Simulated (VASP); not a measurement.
Wanted: the native input for a VASP 6.6.1 run.

- Task: single point
- Functional: PBEsol
- Potentials or basis: VASP PAW PBE potentials, release 64 (Os)
- Cutoff: 520 eV
- k mesh: 17 × 17 × 10
- Occupations: fermi-dirac, width 0.08 eV
- Spin: no spin polarisation
- Dipole correction: no
- Further INCAR settings: ALGO = Normal; EDIFF = 1e-06; NBANDS = 15

The structure of Os lies in POSCAR:

```
Os
1.0
    2.7067589757      0.0000000000      0.0000000000
   -1.3533794879      2.3441220350      0.0000000000
    0.0000000000      0.0000000000      4.3197000000
Os
2
Direct
    0.3333333333      0.6666666667      0.2500000000
    0.6666666667      0.3333333333      0.7500000000
```

This cell differs from its parent crystal: equal xx and yy strain of -1 %.

The input as run:

INCAR

```
  ALGO = Normal
  EDIFF = 1E-6
  ENCUT = 520
  GGA = PS
  ISIF = 2
  ISMEAR = -1
  LASPH = True
  LCHARG = False
  LREAL = False
  LWAVE = False
  NBANDS = 15
  NELM = 100
  PREC = Accurate
  SIGMA = 0.08
```

KPOINTS

```
k-points
0
Gamma
  17 17 10
```

Potentials or basis: VASP PAW PBE potentials, release 64 (Os).

Command:

```sh
$ cat potpaw_PBE.64/Os/POTCAR > POTCAR
$ mpirun -np 1 vasp_std > vasp.out
```

Results of the run:

```
Pressure               : 6.7 GPa
Band gap on the k mesh : zero (bands 8 and 9 overlap by 4.14 eV)
```

Caveat: the cell differs from its parent crystal (equal xx and yy strain of -1 %); the stress differs along the axes, from 2 to 9 GPa; the PAW data sets were made with another functional, which shifts forces and pressure a little; spin-orbit coupling is left out, which moves the levels of the heavy elements.

Wall time 39 s on 1 thread of AMD EPYC 7R43 64-Core Processor (Zen 3) (shared host), peak memory 0.16 GiB.
